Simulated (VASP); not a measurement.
# Nb (I4_1/amd) in VASP: single point with PBE

Aim: the single point of Nb with PBE.

Program: VASP 6.6.1. These are calculated values, not measurements. Logs are shortened: lines on timing, memory, paths and dates and some standing lists are left out, and cuts for length are marked.

## (1) The cell of the first run

The structure is tetragonal, space group I4_1/amd (No. 141). Conventional cell: a = 5.239 Å, b = 5.239 Å, c = 2.864 Å, α = 90.00°, β = 90.00°, γ = 90.00°. Within 3.6 Å of Nb (site symmetry -4m2) lie 10 Nb at 2.72 to 3.39 Å.

## (2) Single point, PBE

The input, INCAR:

```
SYSTEM = Nb
PREC = Accurate
ENCUT = 520
EDIFF = 1E-6
ISMEAR = -1
SIGMA = 0.08
LREAL = .False.
LASPH = .True.
NELM = 60
ALGO = Normal
ISIF = 2
LWAVE = .False.
LCHARG = .True.
GGA = PE
LELF = .True.
LVHAR = .True.
NBANDS = 20
```

The input, KPOINTS:

```
Automatic mesh
0
Gamma
  15 15 15
  0 0 0
```

The input, POSCAR:

```
Nb
1.0
   -2.6196604768      2.6196604768      1.4318726274
    2.6196604768     -2.6196604768      1.4318726274
    2.6196604768      2.6196604768     -1.4318726274
Nb
2
Direct
   -0.3750000000     -0.1250000000     -0.2500000000
    0.3750000000      0.1250000000      0.2500000000
```

Potentials or basis: VASP PAW PBE potentials, release 64 (Nb_sv).

On the command line:

```console
cat potpaw_PBE.64/Nb_sv/POTCAR > POTCAR
mpirun -np 1 vasp_std > vasp.out
```

OUTCAR:

```text
SYSTEM = Nb
   PREC = Accurate
   ENCUT = 520
   EDIFF = 1E-6
   ISMEAR = -1
   LREAL = .False.
   LASPH = .True.
   NELM = 60
   ISIF = 2
   GGA = PE

 ion  position               nearest neighbor table
   1  0.625  0.875  0.750-   2 2.72   2 2.72   2 2.72   2 2.72
   2  0.375  0.125  0.250-   1 2.72   1 2.72   1 2.72   1 2.72

  LATTYP: Found a body centered tetragonal cell.
 ALAT       =     5.2393209536
 C/A-ratio  =     0.5465871017

  Lattice vectors:

 A1 = (  -2.6196604768,   2.6196604768,   1.4318726274)
 A2 = (   2.6196604768,  -2.6196604768,   1.4318726274)
 A3 = (   2.6196604768,   2.6196604768,  -1.4318726274)

Analysis of symmetry for initial positions (statically):
=====================================================================
 Subroutine PRICEL returns:
 Original cell was already a primitive cell.

 Routine SETGRP: Setting up the symmetry group for a
 body centered tetragonal supercell.

 Subroutine GETGRP returns: Found 16 space group operations
 (whereof  4 operations were pure point group operations)
 out of a pool of 16 trial point group operations.

The static configuration has the point symmetry C_2h.
 The point group associated with its full space group is D_4h.

Analysis of symmetry for dynamics (positions and initial velocities):
=====================================================================
 Subroutine PRICEL returns:
 Original cell was already a primitive cell.

 Routine SETGRP: Setting up the symmetry group for a
 body centered tetragonal supercell.

 Subroutine GETGRP returns: Found 16 space group operations
 (whereof  4 operations were pure point group operations)
 out of a pool of 16 trial point group operations.

The dynamic configuration has the point symmetry C_2h.
 The point group associated with its full space group is D_4h.

 Subroutine INISYM returns: Found 16 space group operations
 (whereof  4 operations are pure point group operations),
 and found     1 'primitive' translations

----------------------------------------------------------------------------------------

                                     Primitive cell

  volume of cell :      39.3056

  direct lattice vectors                    reciprocal lattice vectors
    -2.619660477  2.619660477  1.431872627     0.000000000  0.190864429  0.349193071
     2.619660477 -2.619660477  1.431872627     0.190864429  0.000000000  0.349193071
     2.619660477  2.619660477 -1.431872627     0.190864429  0.190864429  0.000000000

  length of vectors
     3.971838522  3.971838522  3.971838522     0.397951041  0.397951041  0.269923063

  position of ions in fractional coordinates (direct lattice)
     0.625000000  0.875000000  0.750000000
     0.375000000  0.125000000  0.250000000

  ion indices of the primitive-cell ions
   primitive index   ion index
                 1           1
                 2           2

----------------------------------------------------------------------------------------

 KPOINTS: Automatic mesh

Automatic generation of k-mesh.
 Grid dimensions read from file:
 generate k-points for:   15   15   15

 Generating k-lattice:

  Cartesian coordinates                     Fractional coordinates (reciprocal lattice)
     0.000000000  0.012724295  0.023279538     0.066666667  0.000000000 -0.000000000
     0.012724295  0.000000000  0.023279538     0.000000000  0.066666667 -0.000000000
     0.012724295  0.012724295  0.000000000     0.000000000  0.000000000  0.066666667

  Length of vectors
     0.026530069  0.026530069  0.017994871

  Shift w.r.t. Gamma in fractional coordinates (k-lattice)
     0.000000000  0.000000000  0.000000000

 Subroutine IBZKPT returns following result:
 ===========================================

 Found    288 irreducible k-points:

 Following reciprocal coordinates:
            Coordinates               Weight
  0.000000  0.000000  0.000000      1.000000
  0.066667  0.000000 -0.000000      8.000000
  0.133333  0.000000  0.000000      8.000000
  0.200000  0.000000 -0.000000      8.000000
  0.266667  0.000000  0.000000      8.000000
  0.333333  0.000000 -0.000000      8.000000
[... 16 lines left out ...]
  0.133333  0.133333  0.000000      8.000000
  0.200000  0.133333  0.000000     16.000000
 [... further k-points ...]
   k-points           NKPTS =    288   k-points in BZ     NKDIM =    288   number of bands    NBANDS=     20
   number of dos      NEDOS =    301   number of ions     NIONS =      2
   total plane-waves  NPLWV =  27000
   dimension x,y,z NGX =    30 NGY =   30 NGZ =   30
   dimension x,y,z NGXF=    60 NGYF=   60 NGZF=   60
   ions per type =               2
   NGX,Y,Z   is equivalent  to a cutoff of  12.56, 12.56, 12.56 a.u.
   NGXF,Y,Z  is equivalent  to a cutoff of  25.11, 25.11, 25.11 a.u.
 SYSTEM =  Nb
   PREC   = accura    normal or accurate (medium, high low for compatibility)
   ISTART =      0    job   : 0-new  1-cont  2-samecut
   ICHARG =      2    charge: 1-file 2-atom 10-const
   ISPIN  =      1    spin polarized calculation?
   LNONCOLLINEAR =      F non collinear calculations
   LSORBIT =      F    spin-orbit coupling
   LASPH  =      T    aspherical Exc in radial PAW
   ENCUT  =  520.0 eV  38.22 Ry    6.18 a.u.   7.38  7.38  7.38*2*pi/ulx,y,z
   NELM   =     60;   NELMIN=  2; NELMDL= -5     # of ELM steps
   EDIFF  = 0.1E-05   stopping-criterion for ELM
   LREAL  =      F    real-space projection
   EDIFFG = 0.1E-04   stopping-criterion for IOM
   NSW    =      0    number of steps for IOM
   IBRION =     -1    ionic relax: 0-MD 1-quasi-New 2-CG
   NFREE  =      0    steps in history (QN), initial steepest desc. (CG)
   ISIF   =      2    stress and relaxation
   ISYM   =      2    0-nonsym 1-usesym 2-fastsym
   POTIM  = 0.5000    time-step for ionic-motion
   TEBEG  =    0.0;   TEEND  =   0.0 temperature during run
   PSTRESS=    0.0 pullay stress
   NELECT =      26.0000    total number of electrons
   NUPDOWN=      -1.0000    fix difference up-down
   EMIN   =  10.00;   EMAX   =-10.00  energy-range for DOS
   EFERMI =   0.00;   METHOD = LEGACY
   ISMEAR =    -1;   SIGMA  =   0.08  broadening in eV -4-tet -1-fermi 0-gaus
   EFERMI_NEDOS =   21; number of points for ismear=-14 and -15
   IALGO  =     38    algorithm
   IMIX   =      4    mixing-type and parameters
     AMIX     =   0.40;   BMIX     =  1.00
     AMIX_MAG =   1.60;   BMIX_MAG =  1.00
  volume/ion in A,a.u.               =      19.65       132.62
  Fermi-wavevector in a.u.,A,eV,Ry     =   1.426421  2.695545 27.683471  2.034678
  Thomas-Fermi vector in A             =   2.546700
   LORBIT       =      0    0 simple, 1 ext, 2 COOP (PROOUT), +10 PAW based schemes
   GGA     = PE    functional components
   LHFCALC =     F    Hartree Fock is set to
   AEXX    =    0.0000 exact exchange contribution
   IVDW    =     0    specifies the selected vdW correction
   LEPSILON=     F    determine dielectric tensor
   LRPA    =     F    only Hartree local field effects (RPA)
 non-spin polarized calculation
  energy-cutoff  :      520.00
  volume of cell :       39.31
 maximum number of plane-waves:      1081
 NGX is ok and might be reduce to    30
   NGX = 15   NGY = 15   NGZ = 15

 number of electron      26.0000002 magnetization

 Free energy of the ion-electron system (eV)
  ---------------------------------------------------
  ext. energy  EPLUGINS =         0.00000000
  ---------------------------------------------------
  free energy    TOTEN  =       -19.24258046 eV

  energy without entropy =      -19.19354721  energy(sigma->0) =      -19.21806383

 E-fermi :  10.3260     XC(G=0): -11.9802

 val. band max:       10.3216553503   @ k =  -0.4667   0.4667   0.0667
 cond. band min:      10.3260894803   @ k =  -0.2667  -0.3333   0.0667
 fundamental gap:      0.0044341300
 Fermi energy:        10.3259514228

 k-point     1 :       0.0000    0.0000    0.0000
  band No.  band energies     occupation
      1     -44.5017      2.00000
      2     -44.1108      2.00000
      3     -20.9995      2.00000
      4     -20.9995      2.00000
      5     -19.8849      2.00000
      6     -19.8682      2.00000
[... 12 lines left out ...]
     19      16.6343      0.00000
     20      16.6351      0.00000

 k-point     2 :       0.0667    0.0000   -0.0000
  band No.  band energies     occupation
      1     -44.4936      2.00000
      2     -44.1101      2.00000
      3     -20.9960      2.00000
      4     -20.9807      2.00000
      5     -19.9329      2.00000
      6     -19.9118      2.00000
[... 12 lines left out ...]
     19      16.0856      0.00000
     20      17.0123      0.00000

 k-point     3 :       0.1333    0.0000    0.0000
  band No.  band energies     occupation
      1     -44.4705      2.00000
      2     -44.1084      2.00000
      3     -20.9857      2.00000
      4     -20.9281      2.00000
      5     -20.0587      2.00000
      6     -20.0282      2.00000
[... 12 lines left out ...]
     19      15.9029      0.00000
     20      17.9674      0.00000

 k-point     4 :       0.2000    0.0000   -0.0000
  band No.  band energies     occupation
      1     -44.4353      2.00000
      2     -44.1067      2.00000
      3     -20.9705      2.00000
      4     -20.8544      2.00000
      5     -20.2410      2.00000
      6     -20.1808      2.00000
[... 12 lines left out ...]
     19      15.8304      0.00000
     20      19.0797      0.00000

 k-point     5 :       0.2667    0.0000    0.0000
  band No.  band energies     occupation
      1     -44.3931      2.00000
      2     -44.1065      2.00000
      3     -20.9527      2.00000
      4     -20.7889      2.00000
      5     -20.4414      2.00000
      6     -20.3276      2.00000
[... 12 lines left out ...]
     19      15.6859      0.00000
     20      19.7925      0.00000

 k-point     6 :       0.3333    0.0000   -0.0000
  band No.  band energies     occupation
      1     -44.3498      2.00000
      2     -44.1088      2.00000
      3     -20.9354      2.00000
      4     -20.7949      2.00000
      5     -20.6134      2.00000
      6     -20.3982      2.00000
[... 12 lines left out ...]
     19      15.4477      0.00000
     20      19.4460      0.00000

 k-point     7 :       0.4000   -0.0000    0.0000
  band No.  band energies     occupation
      1     -44.3130      2.00000
      2     -44.1134      2.00000
      3     -20.9216      2.00000
      4     -20.8799      2.00000
      5     -20.7321      2.00000
      6     -20.3651      2.00000
[... 12 lines left out ...]
     19      15.2377      0.00000
     20      19.2157      0.00000
[... 277 lines left out ...]
 k-point    20 :      -0.2000    0.0667    0.0000
  band No.  band energies     occupation
      1     -44.4586      2.00000
      2     -44.1203      2.00000
      3     -20.9845      2.00000
      4     -20.8717      2.00000
      5     -20.1029      2.00000
      6     -20.0231      2.00000
[... 12 lines left out ...]
     19      15.5195      0.00000
     20      17.5426      0.00000

 k-point    21 :      -0.1333    0.0667    0.0000
  band No.  band energies     occupation
      1     -44.4853      2.00000
      2     -44.1185      2.00000
      3     -20.9905      2.00000
      4     -20.9454      2.00000
      5     -19.9724      2.00000
      6     -19.9103      2.00000
[... 12 lines left out ...]
     19      15.3774      0.00000
     20      16.7006      0.00000

 k-point    22 :      -0.0667    0.0667    0.0000
  band No.  band energies     occupation
      1     -44.4975      2.00000
      2     -44.1151      2.00000
      3     -20.9893      2.00000
      4     -20.9890      2.00000
      5     -19.9098      2.00000
      6     -19.8668      2.00000
[... 12 lines left out ...]
     19      15.6438      0.00000
     20      16.4431      0.00000

 k-point    23 :       0.1333    0.1333    0.0000
  band No.  band energies     occupation
      1     -44.4062      2.00000
      2     -44.0933      2.00000
      3     -20.9037      2.00000
      4     -20.8884      2.00000
      5     -20.3992      2.00000
      6     -20.3687      2.00000
[... 12 lines left out ...]
     19      15.9127      0.00000
     20      19.5021      0.00000

 k-point    24 :       0.2000    0.1333    0.0000
  band No.  band energies     occupation
      1     -44.3660      2.00000
      2     -44.0927      2.00000
      3     -20.9064      2.00000
      4     -20.8455      2.00000
      5     -20.5561      2.00000
      6     -20.5139      2.00000
[... 12 lines left out ...]
     19      15.8302      0.00000
     20      19.5418      0.00000

 [... further k-points ...]
[... 5 lines left out ...]
  --------------------------------------------------------------------------------------
  -------------------------------------------------------------------------------------
  Total       -0.8572722     -0.8572722     -0.8777745      0.0000000      0.0000000      0.0000000
  in kB      -34.9441853    -34.9441853    -35.7799025      0.0000000      0.0000000      0.0000000
  external PRESSURE =     -35.2227577 kB  Pullay stress =       0.0000000 kB

 VOLUME and BASIS-vectors are now :
 -----------------------------------------------------------------------------
  energy-cutoff  :      520.00
  volume of cell :       39.31
      direct lattice vectors                 reciprocal lattice vectors
    -2.619660477  2.619660477  1.431872627     0.000000000  0.190864429  0.349193071
     2.619660477 -2.619660477  1.431872627     0.190864429  0.000000000  0.349193071
     2.619660477  2.619660477 -1.431872627     0.190864429  0.190864429  0.000000000

 POSITION                                       TOTAL-FORCE (eV/Angst)
 -----------------------------------------------------------------------------------
      2.61966      1.30983      1.07390         0.000000     -0.000000      0.000000
      0.00000      1.30983      0.35797        -0.000000      0.000000     -0.000000
 -----------------------------------------------------------------------------------
    total drift:                                0.000000     -0.000000      0.000000

  FREE ENERGIE OF THE ION-ELECTRON SYSTEM (eV)
  ---------------------------------------------------
  free  energy   TOTEN  =       -19.2425804572 eV

  energy  without entropy=      -19.1935472105  energy(sigma->0) =      -19.21806383
```

Run time: 4 min. Hardware: 1 thread of Intel Xeon 8259CL, shared host; peak memory 0.31 GiB.

Results:

```yaml
Free_energy: -19.2426 eV
Pressure: -3.5 GPa
Band_gap_on_the_k_mesh: zero (bands 13 and 14 overlap by 0.94 eV)
```

Caveat: the cell stands under tension.
